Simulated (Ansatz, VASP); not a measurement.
# One calculation of Ir, two programs

INCAR

```
SYSTEM = Ir
PREC = Accurate
ENCUT = 500
EDIFF = 1E-7
ISMEAR = -1
SIGMA = 0.1
LREAL = .FALSE.
LASPH = .TRUE.
NELM = 120
ALGO = Normal
ISIF = 3
LWAVE = .FALSE.
LCHARG = .FALSE.
GGA = B5
ALDAX = 1.0
AGGAX = 1.0
AGGAC = 1.0
ALDAC = 0.0
IBRION = 2
NSW = 80
EDIFFG = -0.01
GGA_COMPAT = .FALSE.
NELMIN = 4
```

Contents of KPOINTS:

```
Automatic mesh
0
G
  14 14 14
  0 0 0
```

The input POSCAR:

```
Ir
1.0
    0.0000000000      1.9197000000      1.9197000000
    1.9197000000      0.0000000000      1.9197000000
    1.9197000000      1.9197000000      0.0000000000
Ir
1
Direct
    0.0000000000      0.0000000000      0.0000000000
```

Input for Ansatz:

```yaml
crystal:
  lattice:
    - [0.0, 1.9197, 1.9197]
    - [1.9197, 0.0, 1.9197]
    - [1.9197, 1.9197, 0.0]
  atoms:
    - { symbol: Ir, position: [0.0, 0.0, 0.0] }
hamiltonian:
  xc: blyp
  pseudopotentials:
    kind: paw
    azcp:
      Ir: "pseudopotentials/Ir.paw.azcp"
basis:
  ecutwfc: 420
  fft_grid_basis: typed
kpoints:
  mp_grid: { grid: [14, 14, 14], shift: [0, 0, 0] }
magnetization:
  spin_polarized: false
scf:
  occupations: { method: fermi_dirac, width: 0.1 }
relax:
  max_steps: 60
  f_tol: 0.01
  cell: {}
```

Alike in both runs: task relaxation of cell and atoms; functional BLYP; k mesh 14 × 14 × 14; occupations fermi-dirac, width 0.1 eV; no spin polarisation.

```csv
,VASP,Ansatz
version,VASP 6.6.1,Ansatz 0.2.0
potentials or method,"VASP PAW PBE potentials, release 64 (Ir_sv_GW), cutoff 500 eV","plane waves (420 eV) with PAW, scalar-relativistic"
valence electrons in the cell,17,17
```

```csv
,VASP,Ansatz,Ansatz less VASP
relaxed volume (Å³/atom),15.18,15.26,+0.084
relaxed cell length with the largest relative difference (Å),2.779,2.784,+0.0051
```

VASP's potentials were made for PBE, not for BLYP.

Spin-orbit coupling is off throughout.
